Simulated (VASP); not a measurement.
# WC (P-6m2) in VASP: further runs

The runs below take WC through single point, with PBEsol.

Everything below comes from runs of VASP 6.6.1. Logs are shortened: lines on timing, memory, paths and dates and some standing lists are left out, and cuts for length are marked.

### Step 1. The cell of the first run

The structure is hexagonal, space group P-6m2 (No. 187). The conventional cell has a = 2.926 Å, b = 2.926 Å, c = 2.701 Å, α = 90.00°, β = 90.00°, γ = 120.00°. Within 3.0 Å of W (site symmetry -6m2) lie 6 C at 2.16 Å and 8 W at 2.70 to 2.93 Å. Within 3.0 Å of C (site symmetry -6m2) lie 6 W at 2.16 Å and 8 C at 2.70 to 2.93 Å.

### Step 2. Single point, PBEsol

The input, INCAR:

```
SYSTEM = WC
ALGO     = Normal         ! electronic algorithm
EDIFF    = 1E-6           ! SCF threshold, eV
ENCUT    = 1300           ! plane-wave cutoff, eV
GGA      = PS             ! functional
GGA_COMPAT= .FALSE.      
ISIF     = 2              ! what is computed and relaxed
ISMEAR   = 0              ! smearing method
LASPH    = .TRUE.         ! aspherical terms in the spheres
LCHARG   = .FALSE.        ! write CHGCAR
LREAL    = .FALSE.        ! projectors in reciprocal space
LWAVE    = .FALSE.        ! write WAVECAR
NBANDS   = 16             ! bands
NELM     = 120            ! most SCF steps
PREC     = Accurate       ! precision mode
SIGMA    = 0.1            ! smearing width, eV
```

The input, KPOINTS:

```
k-points
0
G
  24 24 18
  0 0 0
```

The input, POSCAR:

```
WC
1.0
    2.9260757007      0.0000000000      0.0000000000
   -1.4630378503      2.5340558902      0.0000000000
    0.0000000000      0.0000000000      2.7005077970
W C
1 1
Direct
    0.0000000007     -0.0000000007      0.0000000000
    0.6666666659      0.3333333341      0.5000000000
```

Potentials or basis: VASP PAW PBE potentials, release 64 (W_sv, C_h).

Started as:

```console
$ cat potpaw_PBE.64/W_sv/POTCAR potpaw_PBE.64/C_h/POTCAR > POTCAR
$ mpirun -np 1 vasp_std > vasp.out
```

OUTCAR:

```text
SYSTEM = WC
   EDIFF = 1E-6
   ENCUT = 1300
   GGA = PS
   ISIF = 2
   ISMEAR = 0
   LASPH = .TRUE.
   LREAL = .FALSE.
   NELM = 120
   PREC = Accurate

 ion  position               nearest neighbor table
   1  0.000  1.000  0.000-   2 2.16   2 2.16   2 2.16   2 2.16   2 2.16   2 2.16
   2  0.667  0.333  0.500-   1 2.16   1 2.16   1 2.16   1 2.16   1 2.16   1 2.16

  LATTYP: Found a hexagonal cell.
 ALAT       =     2.9260757007
 C/A-ratio  =     0.9229111182

  Lattice vectors:

 A1 = (   2.9260757007,   0.0000000000,   0.0000000000)
 A2 = (  -1.4630378503,   2.5340558902,   0.0000000000)
 A3 = (   0.0000000000,   0.0000000000,   2.7005077970)

Analysis of symmetry for initial positions (statically):
=====================================================================
 Subroutine PRICEL returns:
 Original cell was already a primitive cell.

 Routine SETGRP: Setting up the symmetry group for a
 hexagonal supercell.

 Subroutine GETGRP returns: Found 12 space group operations
 (whereof 12 operations were pure point group operations)
 out of a pool of 24 trial point group operations.

The static configuration has the point symmetry D_3h.

Analysis of symmetry for dynamics (positions and initial velocities):
=====================================================================
 Subroutine PRICEL returns:
 Original cell was already a primitive cell.

 Routine SETGRP: Setting up the symmetry group for a
 hexagonal supercell.

 Subroutine GETGRP returns: Found 12 space group operations
 (whereof 12 operations were pure point group operations)
 out of a pool of 24 trial point group operations.

The dynamic configuration has the point symmetry D_3h.

 Subroutine INISYM returns: Found 12 space group operations
 (whereof 12 operations are pure point group operations),
 and found     1 'primitive' translations

----------------------------------------------------------------------------------------

                                     Primitive cell

  volume of cell :      20.0238

  direct lattice vectors                    reciprocal lattice vectors
     2.926075701  0.000000000  0.000000000     0.341754658  0.197312144  0.000000000
    -1.463037850  2.534055890  0.000000000     0.000000000  0.394624287  0.000000000
     0.000000000  0.000000000  2.700507797     0.000000000  0.000000000  0.370300727

  length of vectors
     2.926075701  2.926075701  2.700507797     0.394624287  0.394624287  0.370300727

  position of ions in fractional coordinates (direct lattice)
     0.000000001  0.999999999  0.000000000
     0.666666666  0.333333334  0.500000000

  ion indices of the primitive-cell ions
   primitive index   ion index
                 1           1
                 2           2

----------------------------------------------------------------------------------------

 KPOINTS: k-points

Automatic generation of k-mesh.
 Grid dimensions read from file:
 generate k-points for:   24   24   18

 Generating k-lattice:

  Cartesian coordinates                     Fractional coordinates (reciprocal lattice)
     0.014239777  0.008221339  0.000000000     0.041666667 -0.000000000  0.000000000
     0.000000000  0.016442679  0.000000000     0.000000000  0.041666667  0.000000000
     0.000000000  0.000000000  0.020572263     0.000000000  0.000000000  0.055555556

  Length of vectors
     0.016442679  0.016442679  0.020572263

  Shift w.r.t. Gamma in fractional coordinates (k-lattice)
     0.000000000  0.000000000  0.000000000

 Subroutine IBZKPT returns following result:
 ===========================================

 Found    610 irreducible k-points:

 Following reciprocal coordinates:
            Coordinates               Weight
  0.000000  0.000000  0.000000      1.000000
  0.041667  0.000000  0.000000      6.000000
  0.083333 -0.000000  0.000000      6.000000
  0.125000  0.000000  0.000000      6.000000
  0.166667  0.000000  0.000000      6.000000
  0.208333 -0.000000  0.000000      6.000000
[... 16 lines left out ...]
  0.416667  0.041667  0.000000     12.000000
  0.458333  0.041667  0.000000     12.000000
 [... further k-points ...]
   k-points           NKPTS =    610   k-points in BZ     NKDIM =    610   number of bands    NBANDS=     16
   number of dos      NEDOS =    301   number of ions     NIONS =      2
   total plane-waves  NPLWV =  41472
   dimension x,y,z NGX =    36 NGY =   36 NGZ =   32
   dimension x,y,z NGXF=    72 NGYF=   72 NGZF=   64
   ions per type =               1   1
   NGX,Y,Z   is equivalent  to a cutoff of  20.45, 20.45, 19.70 a.u.
   NGXF,Y,Z  is equivalent  to a cutoff of  40.91, 40.91, 39.40 a.u.
 SYSTEM =  WC
   PREC   = accura    normal or accurate (medium, high low for compatibility)
   ISTART =      0    job   : 0-new  1-cont  2-samecut
   ICHARG =      2    charge: 1-file 2-atom 10-const
   ISPIN  =      1    spin polarized calculation?
   LNONCOLLINEAR =      F non collinear calculations
   LSORBIT =      F    spin-orbit coupling
   LASPH  =      T    aspherical Exc in radial PAW
   ENCUT  = 1300.0 eV  95.55 Ry    9.77 a.u.   8.60  8.60  7.94*2*pi/ulx,y,z
   NELM   =    120;   NELMIN=  2; NELMDL= -5     # of ELM steps
   EDIFF  = 0.1E-05   stopping-criterion for ELM
   LREAL  =      F    real-space projection
[... 7 lines left out ...]
   TEBEG  =    0.0;   TEEND  =   0.0 temperature during run
   PSTRESS=    0.0 pullay stress
   NELECT =      18.0000    total number of electrons
   NUPDOWN=      -1.0000    fix difference up-down
   EMIN   =  10.00;   EMAX   =-10.00  energy-range for DOS
   EFERMI =   0.00;   METHOD = LEGACY
   ISMEAR =     0;   SIGMA  =   0.10  broadening in eV -4-tet -1-fermi 0-gaus
   EFERMI_NEDOS =   21; number of points for ismear=-14 and -15
   IALGO  =     38    algorithm
   IMIX   =      4    mixing-type and parameters
     AMIX     =   0.40;   BMIX     =  1.00
     AMIX_MAG =   1.60;   BMIX_MAG =  1.00
  volume/ion in A,a.u.               =      10.01        67.56
  Fermi-wavevector in a.u.,A,eV,Ry     =   1.579974  2.985718 33.964466  2.496318
  Thomas-Fermi vector in A             =   2.680272
   LORBIT       =      0    0 simple, 1 ext, 2 COOP (PROOUT), +10 PAW based schemes
   GGA     = PS    functional components
   LHFCALC =     F    Hartree Fock is set to
   AEXX    =    0.0000 exact exchange contribution
   IVDW    =     0    specifies the selected vdW correction
   LEPSILON=     F    determine dielectric tensor
   LRPA    =     F    only Hartree local field effects (RPA)
 non-spin polarized calculation
 Gauss-broadening in eV      SIGMA  =   0.10
  energy-cutoff  :     1300.00
  volume of cell :       20.02
 maximum number of plane-waves:      2160
 NGX is ok and might be reduce to    36
   NGX = 17   NGY = 17   NGZ = 15

 number of electron      18.0000000 magnetization

 Free energy of the ion-electron system (eV)
  ---------------------------------------------------
  ext. energy  EPLUGINS =         0.00000000
  ---------------------------------------------------
  free energy    TOTEN  =       -23.77155588 eV

  energy without entropy =      -23.76986337  energy(sigma->0) =      -23.77070963

 E-fermi :  11.8511     XC(G=0): -14.1515

 val. band max:       11.8490255002   @ k =   0.0833  -0.0000   0.0556
 cond. band min:      11.8716191628   @ k =   0.1250   0.0417   0.3889
 fundamental gap:      0.0225936626
 Fermi energy:        11.8510669016

 k-point     1 :       0.0000    0.0000    0.0000
  band No.  band energies     occupation
      1     -62.0431      2.00000
      2     -25.9976      2.00000
      3     -25.9976      2.00000
      4     -25.8768      2.00000
      5      -2.9330      2.00000
      6       7.2812      2.00000
[... 8 lines left out ...]
     15      26.8751      0.00000
     16      28.4755      0.00000

 k-point     2 :       0.0417    0.0000    0.0000
  band No.  band energies     occupation
      1     -62.0422      2.00000
      2     -26.0121      2.00000
      3     -26.0008      2.00000
      4     -25.8750      2.00000
      5      -2.8860      2.00000
      6       7.2753      2.00000
[... 8 lines left out ...]
     15      26.6883      0.00000
     16      28.5723      0.00000

 k-point     3 :       0.0833   -0.0000    0.0000
  band No.  band energies     occupation
      1     -62.0394      2.00000
      2     -26.0544      2.00000
      3     -26.0104      2.00000
      4     -25.8699      2.00000
      5      -2.7474      2.00000
      6       7.2032      2.00000
[... 8 lines left out ...]
     15      26.3538      0.00000
     16      28.8555      0.00000

 k-point     4 :       0.1250    0.0000    0.0000
  band No.  band energies     occupation
      1     -62.0351      2.00000
      2     -26.1212      2.00000
      3     -26.0256      2.00000
      4     -25.8618      2.00000
      5      -2.5235      2.00000
      6       6.9682      2.00000
[... 8 lines left out ...]
     15      26.0683      0.00000
     16      29.3056      0.00000

 k-point     5 :       0.1667    0.0000    0.0000
  band No.  band energies     occupation
      1     -62.0294      2.00000
      2     -26.2073      2.00000
      3     -26.0453      2.00000
      4     -25.8512      2.00000
      5      -2.2248      2.00000
      6       6.6110      2.00000
[... 8 lines left out ...]
     15      25.8930      0.00000
     16      29.8932      0.00000

 k-point     6 :       0.2083   -0.0000    0.0000
  band No.  band energies     occupation
      1     -62.0227      2.00000
      2     -26.3062      2.00000
      3     -26.0682      2.00000
      4     -25.8389      2.00000
      5      -1.8655      2.00000
      6       6.2100      2.00000
[... 8 lines left out ...]
     15      25.8654      0.00000
     16      30.5798      0.00000
[... 267 lines left out ...]
 k-point    21 :       0.3333    0.0417    0.0000
  band No.  band energies     occupation
      1     -61.9984      2.00000
      2     -26.6488      2.00000
      3     -26.1572      2.00000
      4     -25.7935      2.00000
      5      -0.3936      2.00000
      6       4.9813      2.00000
[... 8 lines left out ...]
     15      26.9506      0.00000
     16      28.2427      0.00000

 k-point    22 :       0.3750    0.0417    0.0000
  band No.  band energies     occupation
      1     -61.9933      2.00000
      2     -26.7186      2.00000
      3     -26.1750      2.00000
      4     -25.7841      2.00000
      5      -0.0389      2.00000
      6       4.7570      2.00000
[... 8 lines left out ...]
     15      26.3240      0.00000
     16      28.6665      0.00000

 k-point    23 :       0.4167    0.0417    0.0000
  band No.  band energies     occupation
      1     -61.9897      2.00000
      2     -26.7675      2.00000
      3     -26.1875      2.00000
      4     -25.7774      2.00000
      5       0.2278      2.00000
      6       4.6029      2.00000
[... 8 lines left out ...]
     15      25.6371      0.00000
     16      29.2945      0.00000

 k-point    24 :       0.4583    0.0417    0.0000
  band No.  band energies     occupation
      1     -61.9879      2.00000
      2     -26.7927      2.00000
      3     -26.1939      2.00000
      4     -25.7739      2.00000
      5       0.3722      2.00000
      6       4.5242      2.00000
[... 8 lines left out ...]
     15      25.2522      0.00000
     16      29.6875      0.00000

 [... further k-points ...]
[... 5 lines left out ...]
  --------------------------------------------------------------------------------------
  -------------------------------------------------------------------------------------
  Total        0.1551918      0.1551918      5.9864974      0.0000000      0.0000000      0.0000000
  in kB       12.4174397     12.4174397    479.0007519      0.0000000      0.0000000      0.0000000
  external PRESSURE =     167.9452105 kB  Pullay stress =       0.0000000 kB

 VOLUME and BASIS-vectors are now :
 -----------------------------------------------------------------------------
  energy-cutoff  :     1300.00
  volume of cell :       20.02
      direct lattice vectors                 reciprocal lattice vectors
     2.926075701  0.000000000  0.000000000     0.341754658  0.197312144  0.000000000
    -1.463037850  2.534055890  0.000000000     0.000000000  0.394624287  0.000000000
     0.000000000  0.000000000  2.700507797     0.000000000  0.000000000  0.370300727

 POSITION                                       TOTAL-FORCE (eV/Angst)
 -----------------------------------------------------------------------------------
     -1.46304      2.53406      0.00000         0.000000      0.000000      0.000000
      1.46304      0.84469      1.35025        -0.000000      0.000000      0.000000
 -----------------------------------------------------------------------------------
    total drift:                               -0.000002      0.000001     -0.000000

  FREE ENERGIE OF THE ION-ELECTRON SYSTEM (eV)
  ---------------------------------------------------
  free  energy   TOTEN  =       -23.7715558810 eV

  energy  without entropy=      -23.7698633742  energy(sigma->0) =      -23.77070963
```

Wall time 6.6 min (1 thread of Intel Xeon Platinum 8124M at 3.00GHz (Skylake/Cascade Lake), shared host); peak memory 0.82 GiB.

What came out:

- Free energy: -23.7716 eV
- Pressure: 16.8 GPa
- Band gap on the k mesh: zero (bands 9 and 10 overlap by 1.45 eV)

Levels at points of the mesh, in eV from the Fermi level:
```csv
k point,band 7,band 8,band 9,band 10,band 11,band 12
"(0.00, 0.00, 0.00)",-3.95,-3.95,0.66,3.51,3.51,6.05
"(0.50, 0.00, 0.00)",-3.85,-3.13,-0.87,2.69,4.34,4.44
"(0.00, 0.00, 0.50)",-2.70,-2.70,-0.63,-0.63,4.26,4.26
"(0.50, 0.00, 0.50)",-4.97,-4.14,0.43,4.29,5.84,6.91
```

Caveat: the stress differs along the axes, from 1 to 48 GPa; the PAW data sets were made with another functional, which shifts forces and pressure a little; spin-orbit coupling is left out, which moves the levels of the heavy elements.

### Step 3. Single point, PBEsol (uniaxial strain along c: -4.5 %, then relaxed in part)

The input, INCAR:

```
PREC = Accurate ; ENCUT = 1300
EDIFF = 1E-6 ; ISMEAR = 0
SIGMA = 0.1 ; LREAL = F
LASPH = T ; NELM = 120
ALGO = Normal ; ISIF = 2
LWAVE = F ; LCHARG = F
GGA = PS ; NBANDS = 16
GGA_COMPAT = F
```

The input, KPOINTS:

```
regular mesh
0
Gamma
  24 24 18
```

POSCAR is that of step 2.

Potentials or basis: VASP PAW PBE potentials, release 64 (W_sv, C_h).

Started as:

```console
$ cat potpaw_PBE.64/W_sv/POTCAR potpaw_PBE.64/C_h/POTCAR > POTCAR
$ mpirun -np 1 vasp_std > vasp.out
```

Wall time 5.2 min (1 thread of Intel Xeon Platinum 8488C (Sapphire Rapids), shared host); peak memory 0.81 GiB.

It converged, with:

| Quantity | Value |
| --- | --- |
| Free energy | -23.7716 eV |
| Pressure | 16.8 GPa |
| Band gap on the k mesh | zero (bands 9 and 10 overlap by 1.45 eV) |

Stress tensor (GPa, compression positive):
```
 1.24  0.00  0.00
 0.00  1.24  0.00
 0.00  0.00 47.90
```

Levels at points of the mesh, in eV from the Fermi level:
| k point | band 6 | band 7 | band 8 | band 9 | band 10 | band 11 | band 12 | band 13 |
| --- | --- | --- | --- | --- | --- | --- | --- | --- |
| (0.00, 0.00, 0.00) | -4.57 | -3.95 | -3.95 | 0.66 | 3.51 | 3.51 | 6.05 | 6.05 |
| (0.50, 0.00, 0.00) | -7.34 | -3.85 | -3.13 | -0.87 | 2.69 | 4.34 | 4.44 | 7.37 |
| (0.00, 0.00, 0.50) | -8.86 | -2.70 | -2.70 | -0.63 | -0.63 | 4.26 | 4.26 | 4.78 |
| (0.50, 0.00, 0.50) | -6.72 | -4.97 | -4.14 | 0.43 | 4.29 | 5.84 | 6.91 | 9.47 |

Caveat: the cell differs from its parent crystal (uniaxial strain along c: -4.5 %, then relaxed in part); the stress differs along the axes, from 1 to 48 GPa; the PAW data sets were made with another functional, which shifts forces and pressure a little; spin-orbit coupling is left out, which moves the levels of the heavy elements.

The gap in the log of VASP goes by the Fermi energy; the results here count the filled bands.